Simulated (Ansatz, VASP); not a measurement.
## NaH in VASP and in Ansatz

File INCAR:

```
SYSTEM = NaH
  PREC = Accurate
  ENCUT = 520
  EDIFF = 1E-6
  ISMEAR = 0
  SIGMA = 0.01
  LREAL = .FALSE.
  LASPH = .TRUE.
  NELM = 80
  ALGO = Normal
  ISIF = 2
  LWAVE = .FALSE.
  LCHARG = .FALSE.
  GGA = PS
  NBANDS = 11
```

Contents of KPOINTS:

```
regular mesh
0
G
  8 8 8
  0 0 0
```

The input POSCAR:

```
NaH
1.0
    2.3956768457      2.3956768457      0.0000000000
   -2.3956768457      2.3956768457      0.0000000000
    0.0000000000      2.3956768457      2.3956768457
Na H
1 1
Direct
    0.0000000000      0.0000000000      0.0000000000
    0.5000000000      0.5000000000      0.0000000000
```

Input for Ansatz:

```yaml
crystal:
  lattice:
    - [2.39567684574, 2.39567684574, 0.0]
    - [-2.39567684574, 2.39567684574, 0.0]
    - [0.0, 2.39567684574, 2.39567684574]
  atoms:
    - { symbol: Na, position: [0.0, 0.0, 0.0] }
    - { symbol: H, position: [0.5, 0.5, 0.0] }
kpoints:
  mp_grid: { grid: [8, 8, 8] }
scf:
  occupations: { method: fixed }
  convergence: { dr2_threshold: 1.0e-10 }
hamiltonian:
  xc: pbesol
  pseudopotentials: { kind: all_electron, lapw: { basis_error: 0.0005 } }
output:
  forces: true
  stress: true
  eigenstates:
    kpoints:
      - [0.0, 0.0, 0.0]
      - [0.5, 0.0, 0.0]
      - [0.0, 0.5, 0.5]
      - [0.0, -0.5, 0.0]
      - [0.5, 0.0, 0.5]
      - [-0.75, 0.25, -0.25]
      - [-0.75, -0.25, -0.5]
      - [-0.5, -0.5, -0.75]
      - [-0.5, -0.5, -0.5]
      - [-0.5, 0.5, 0.0]
      - [0.0, 0.0, -0.5]
  eigenvalues: true
```

Change from the starting cell: unstrained.

Alike in both runs: task single point; functional PBEsol; k mesh 8 × 8 × 8; no spin polarisation.

|  | VASP | Ansatz |
| --- | --- | --- |
| version | VASP 6.6.1 | Ansatz 0.2.0 |
| potentials or method | VASP PAW PBE potentials, release 64 (Na_pv, H), cutoff 520 eV | all-electron LAPW, scalar-relativistic |
| occupations | gaussian, width 0.01 eV | fixed |

|  | VASP | Ansatz | Ansatz less VASP |
| --- | --- | --- | --- |
| gap on the k mesh at the Fermi level (eV) | 3.60 | 3.61 | +0.002 |
| pressure (GPa) | 0.0 | 0.0 | +0.02 |

VASP's potentials were made for PBE, not for PBEsol. Ansatz ran all-electron here, and VASP with PAW potentials.
